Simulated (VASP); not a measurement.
# BAs (F-43m) in VASP: a series of runs

BAs is run at these levels: PBE; tasks: electric field gradients.

Everything below comes from runs of VASP 6.6.1. Logs are shortened: lines on timing, memory, paths and dates and some standing lists are left out, and cuts for length are marked.

## (1) The cell of the first run

It takes space group F-43m (No. 216, cubic). The conventional cell has a = 4.777 Å, b = 4.777 Å, c = 4.777 Å, α = 90.00°, β = 90.00°, γ = 90.00°. B (site symmetry -43m) has 4 As at 2.07 Å within 2.7 Å. As (site symmetry -43m) has 4 B at 2.07 Å within 2.7 Å.

## (2) Electric field gradients, PBE

INCAR reads:

```
SYSTEM = BAs
PREC = Accurate ; ENCUT = 520
EDIFF = 1E-8 ; ISMEAR = -1
SIGMA = 0.05 ; LREAL = .False.
LASPH = .True. ; NELM = 60
ALGO = Normal ; ISIF = 2
LWAVE = .False. ; LCHARG = .False.
GGA = PE ; LEFG = .True.
NBANDS = 11
```

KPOINTS reads:

```
regular mesh
0
Gamma
  13 13 13
  0 0 0
```

POSCAR reads:

```
BAs
1.0
    0.0000000000      2.3885000000      2.3885000000
    2.3885000000      0.0000000000      2.3885000000
    2.3885000000      2.3885000000      0.0000000000
B As
1 1
Direct
    0.0000000000      0.0000000000      0.0000000000
    0.7500000000      0.7500000000      0.7500000000
```

Potentials or basis: VASP PAW PBE potentials, release 64 (B, As).

Launch:

```console
cat potpaw_PBE.64/B/POTCAR potpaw_PBE.64/As/POTCAR > POTCAR
mpirun -np 1 vasp_std > vasp.out
```

OUTCAR:

```text
SYSTEM = BAs
   PREC = Accurate
   ENCUT = 520
   EDIFF = 1E-8
   ISMEAR = -1
   LREAL = .False.
   LASPH = .True.
   NELM = 60
   ISIF = 2
   GGA = PE

 ion  position               nearest neighbor table
   1  0.000  0.000  0.000-   2 2.07   2 2.07   2 2.07   2 2.07
   2  0.750  0.750  0.750-   1 2.07   1 2.07   1 2.07   1 2.07

  LATTYP: Found a face centered cubic cell.
 ALAT       =     4.7770000000

  Lattice vectors:

 A1 = (   0.0000000000,   2.3885000000,   2.3885000000)
 A2 = (   2.3885000000,   0.0000000000,   2.3885000000)
 A3 = (   2.3885000000,   2.3885000000,   0.0000000000)

Analysis of symmetry for initial positions (statically):
=====================================================================
 Subroutine PRICEL returns:
 Original cell was already a primitive cell.

 Routine SETGRP: Setting up the symmetry group for a
 face centered cubic supercell.

 Subroutine GETGRP returns: Found 24 space group operations
 (whereof 24 operations were pure point group operations)
 out of a pool of 48 trial point group operations.

The static configuration has the point symmetry T_d .

Analysis of symmetry for dynamics (positions and initial velocities):
=====================================================================
 Subroutine PRICEL returns:
 Original cell was already a primitive cell.

 Routine SETGRP: Setting up the symmetry group for a
 face centered cubic supercell.

 Subroutine GETGRP returns: Found 24 space group operations
 (whereof 24 operations were pure point group operations)
 out of a pool of 48 trial point group operations.

The dynamic configuration has the point symmetry T_d .

 Subroutine INISYM returns: Found 24 space group operations
 (whereof 24 operations are pure point group operations),
 and found     1 'primitive' translations

----------------------------------------------------------------------------------------

                                     Primitive cell

  volume of cell :      27.2525

  direct lattice vectors                    reciprocal lattice vectors
     0.000000000  2.388500000  2.388500000    -0.209336404  0.209336404  0.209336404
     2.388500000  0.000000000  2.388500000     0.209336404 -0.209336404  0.209336404
     2.388500000  2.388500000  0.000000000     0.209336404  0.209336404 -0.209336404

  length of vectors
     3.377849094  3.377849094  3.377849094     0.362581287  0.362581287  0.362581287

  position of ions in fractional coordinates (direct lattice)
     0.000000000  0.000000000  0.000000000
     0.750000000  0.750000000  0.750000000

  ion indices of the primitive-cell ions
   primitive index   ion index
                 1           1
                 2           2

----------------------------------------------------------------------------------------

 KPOINTS: regular mesh

Automatic generation of k-mesh.
 Grid dimensions read from file:
 generate k-points for:   13   13   13

 Generating k-lattice:

  Cartesian coordinates                     Fractional coordinates (reciprocal lattice)
    -0.016102800  0.016102800  0.016102800     0.076923077  0.000000000  0.000000000
     0.016102800 -0.016102800  0.016102800     0.000000000  0.076923077  0.000000000
     0.016102800  0.016102800 -0.016102800     0.000000000  0.000000000  0.076923077

  Length of vectors
     0.027890868  0.027890868  0.027890868

  Shift w.r.t. Gamma in fractional coordinates (k-lattice)
     0.000000000  0.000000000  0.000000000

 Subroutine IBZKPT returns following result:
 ===========================================

 Found     84 irreducible k-points:

 Following reciprocal coordinates:
            Coordinates               Weight
  0.000000  0.000000  0.000000      1.000000
  0.076923  0.000000  0.000000      8.000000
  0.153846  0.000000  0.000000      8.000000
  0.230769  0.000000  0.000000      8.000000
  0.307692  0.000000  0.000000      8.000000
  0.384615  0.000000  0.000000      8.000000
[... 16 lines left out ...]
  0.384615  0.153846  0.000000     24.000000
  0.461538  0.153846  0.000000     24.000000
 [... further k-points ...]
   k-points           NKPTS =     84   k-points in BZ     NKDIM =     84   number of bands    NBANDS=     11
   number of dos      NEDOS =    301   number of ions     NIONS =      2
   total plane-waves  NPLWV =  21952
   dimension x,y,z NGX =    28 NGY =   28 NGZ =   28
   dimension x,y,z NGXF=    56 NGYF=   56 NGZF=   56
   ions per type =               1   1
   NGX,Y,Z   is equivalent  to a cutoff of  13.78, 13.78, 13.78 a.u.
   NGXF,Y,Z  is equivalent  to a cutoff of  27.56, 27.56, 27.56 a.u.
 SYSTEM =  BAs
   PREC   = accura    normal or accurate (medium, high low for compatibility)
   ISTART =      0    job   : 0-new  1-cont  2-samecut
   ICHARG =      2    charge: 1-file 2-atom 10-const
   ISPIN  =      1    spin polarized calculation?
   LNONCOLLINEAR =      F non collinear calculations
   LSORBIT =      F    spin-orbit coupling
   LASPH  =      T    aspherical Exc in radial PAW
   ENCUT  =  520.0 eV  38.22 Ry    6.18 a.u.   6.28  6.28  6.28*2*pi/ulx,y,z
   NELM   =     60;   NELMIN=  2; NELMDL= -5     # of ELM steps
   EDIFF  = 0.1E-07   stopping-criterion for ELM
   LREAL  =      F    real-space projection
   EDIFFG = 0.1E-06   stopping-criterion for IOM
   NSW    =      0    number of steps for IOM
   IBRION =     -1    ionic relax: 0-MD 1-quasi-New 2-CG
   NFREE  =      0    steps in history (QN), initial steepest desc. (CG)
   ISIF   =      2    stress and relaxation
   ISYM   =      2    0-nonsym 1-usesym 2-fastsym
   POTIM  = 0.5000    time-step for ionic-motion
   TEBEG  =    0.0;   TEEND  =   0.0 temperature during run
   PSTRESS=    0.0 pullay stress
   NELECT =       8.0000    total number of electrons
   NUPDOWN=      -1.0000    fix difference up-down
   EMIN   =  10.00;   EMAX   =-10.00  energy-range for DOS
   EFERMI =   0.00;   METHOD = LEGACY
   ISMEAR =    -1;   SIGMA  =   0.05  broadening in eV -4-tet -1-fermi 0-gaus
   EFERMI_NEDOS =   21; number of points for ismear=-14 and -15
   IALGO  =     38    algorithm
   IMIX   =      4    mixing-type and parameters
     AMIX     =   0.40;   BMIX     =  1.00
     AMIX_MAG =   1.60;   BMIX_MAG =  1.00
  volume/ion in A,a.u.               =      13.63        91.95
  Fermi-wavevector in a.u.,A,eV,Ry     =   1.088018  2.056057 16.106360  1.183784
  Thomas-Fermi vector in A             =   2.224191
   LORBIT       =      0    0 simple, 1 ext, 2 COOP (PROOUT), +10 PAW based schemes
   GGA     = PE    functional components
   LHFCALC =     F    Hartree Fock is set to
   AEXX    =    0.0000 exact exchange contribution
   IVDW    =     0    specifies the selected vdW correction
   LEPSILON=     F    determine dielectric tensor
   LRPA    =     F    only Hartree local field effects (RPA)
 non-spin polarized calculation
  energy-cutoff  :      520.00
  volume of cell :       27.25
 maximum number of plane-waves:       748
 NGX is ok and might be reduce to    28
   NGX = 13   NGY = 13   NGZ = 13

 number of electron       8.0000000 magnetization

 Free energy of the ion-electron system (eV)
  ---------------------------------------------------
  ext. energy  EPLUGINS =         0.00000000
  ---------------------------------------------------
  free energy    TOTEN  =       -11.40677145 eV

  energy without entropy =      -11.40677140  energy(sigma->0) =      -11.40677143

 E-fermi :   6.6997     XC(G=0): -10.5844

 val. band max:        6.1260161353   @ k =   0.0000   0.0000   0.0000
 cond. band min:       7.3065946854   @ k =   0.3846   0.3846   0.0000
 fundamental gap:      1.1805785501
 Fermi energy:         6.6996960382

 k-point     1 :       0.0000    0.0000    0.0000
  band No.  band energies     occupation
      1      -9.2751      2.00000
      2       6.1260      1.99998
      3       6.1260      1.99998
      4       6.1260      1.99998
      5       9.4026      0.00000
      6       9.4026      0.00000
      7       9.4026      0.00000
      8      10.8128      0.00000
      9      15.7091      0.00000
     10      19.0766      0.00000
     11      19.0766      0.00000
[... 309 lines left out ...]
 k-point    24 :       0.4615    0.1538    0.0000
  band No.  band energies     occupation
      1      -6.5372      2.00000
      2      -1.7236      2.00000
      3       2.8423      2.00000
      4       3.5752      2.00000
      5       9.2005      0.00000
      6      11.4749      0.00000
      7      12.4241      0.00000
      8      14.0605      0.00000
      9      17.8571      0.00000
     10      20.2108      0.00000
     11      21.1465      0.00000

 [... further k-points ...]

------------------------ aborting loop because EDIFF is reached ----------------------------------------

  FORCE on cell =-STRESS in cart. coord.  units (eV):
  Direction    XX          YY          ZZ          XY          YZ          ZX
  --------------------------------------------------------------------------------------
  -------------------------------------------------------------------------------------
  Total        0.5837548      0.5837548      0.5837548      0.0000000      0.0000000      0.0000000
  in kB       34.3190555     34.3190555     34.3190555      0.0000000      0.0000000      0.0000000
  external PRESSURE =      34.3190555 kB  Pullay stress =       0.0000000 kB

 VOLUME and BASIS-vectors are now :
 -----------------------------------------------------------------------------
  energy-cutoff  :      520.00
  volume of cell :       27.25
      direct lattice vectors                 reciprocal lattice vectors
     0.000000000  2.388500000  2.388500000    -0.209336404  0.209336404  0.209336404
     2.388500000  0.000000000  2.388500000     0.209336404 -0.209336404  0.209336404
     2.388500000  2.388500000  0.000000000     0.209336404  0.209336404 -0.209336404

 POSITION                                       TOTAL-FORCE (eV/Angst)
 -----------------------------------------------------------------------------------
      0.00000      0.00000      0.00000        -0.000000     -0.000000     -0.000000
      3.58275      3.58275      3.58275         0.000000      0.000000      0.000000
 -----------------------------------------------------------------------------------
    total drift:                                0.000000      0.000000      0.000000

  FREE ENERGIE OF THE ION-ELECTRON SYSTEM (eV)
  ---------------------------------------------------
  free  energy   TOTEN  =       -11.4067714487 eV

  energy  without entropy=      -11.4067714013  energy(sigma->0) =      -11.40677143

 Electric field gradients (V/A^2)
---------------------------------------------------------------------
 ion       V_xx      V_yy      V_zz      V_xy      V_xz      V_yz
---------------------------------------------------------------------
   1      -0.000     0.000    -0.000    -0.000    -0.000    -0.000
   2      -0.000    -0.000     0.000     0.000     0.000     0.000
---------------------------------------------------------------------

 Electric field gradients after diagonalization (V/A^2)
 (convention: |V_zz| > |V_xx| > |V_yy|)
----------------------------------------------------------------------
 ion       V_xx      V_yy      V_zz     asymmetry (V_yy - V_xx)/ V_zz
----------------------------------------------------------------------
   1       0.000     0.000    -0.000       0.000
   2      -0.000    -0.000     0.000       0.000
----------------------------------------------------------------------

           NMR quadrupolar parameters

 Cq : quadrupolar parameter    Cq=e*Q*V_zz/h
 eta: asymmetry parameters     (V_yy - V_xx)/ V_zz
 Q  : nuclear electric quadrupole moment in mb (millibarn)
----------------------------------------------------------------------
 ion       Cq(MHz)       eta       Q (mb)
----------------------------------------------------------------------
   1      -0.000       0.000       1.000
   2       0.000       0.000       1.000
----------------------------------------------------------------------
```

Wall time 65 s (1 thread of AMD EPYC 7R13, shared host); peak memory 0.14 GiB.

What came out:

| Quantity | Value |
| --- | --- |
| Free energy | -11.4068 eV |
| Pressure | 3.4 GPa |
| Band gap on the k mesh | 1.18 eV, indirect (least direct gap 3.28 eV) |

Levels at points of the mesh, in eV from the valence-band top:
| k point | band 1 | band 2 | band 3 | band 4 | band 5 | band 6 | band 7 | band 8 | band 9 |
| --- | --- | --- | --- | --- | --- | --- | --- | --- | --- |
| (0.00, 0.00, 0.00) | -15.40 | 0.00 | 0.00 | 0.00 | 3.28 | 3.28 | 3.28 | 4.69 | 9.58 |

Caveat: without QUAD_EFG the Cq values of the log hold for a quadrupole moment of 1 mb, not for the nuclei.

[end of part 1 of 2]
